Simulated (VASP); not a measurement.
Crystal: Nb3Cr.

```
CELL_PARAMETERS angstrom
0.00000 3.21889 3.21889
3.21889 0.00000 3.21889
3.21889 3.21889 0.00000
ATOMIC_POSITIONS crystal
Nb 0.75000 0.75000 0.75000
Nb 0.25000 0.25000 0.25000
Nb 0.50000 0.50000 0.50000
Cr 0.00000 0.00000 0.00000
```

```yaml
Program: VASP 6.6.1
Task: relaxation of cell and atoms
Functional: PBE
Potentials_or_basis: VASP PAW PBE potentials, release 64 (Nb_sv, Cr_pv)
Cutoff: 600 eV
k_mesh: 12 × 12 × 12
Occupations: gaussian, width 0.1 eV
Spin: no spin polarisation
```

At the start: pressure -2.4 GPa; volume 16.68 Å³/atom.

Problem. Where does the relaxation end?

Solution. Over 4 steps the energy falls by 2.7 meV/atom and the volume is 16.45 Å³/atom (-1.4 %); space group Fm-3m (No. 225, to 0.1 Å) before and after.

Step by step:
```
step  energy change (eV)  largest force (eV/Å)  pressure (GPa)  volume (Å³)
   1              0.0000                0.0000           -2.36        66.70
   2              0.0068                0.0000            4.09        64.36
   3             -0.0107                0.0000            0.39        65.64
   4             -0.0109                0.0000           -0.04        65.79
```

Final structure:
```
CELL_PARAMETERS angstrom
0.00000 3.20405 3.20405
3.20405 0.00000 3.20405
3.20405 3.20405 0.00000
ATOMIC_POSITIONS crystal
Nb 0.75000 0.75000 0.75000
Nb 0.25000 0.25000 0.25000
Nb 0.50000 0.50000 0.50000
Cr 0.00000 0.00000 0.00000
```

Caveat: the run has no spin polarisation, though such a crystal can be magnetic.
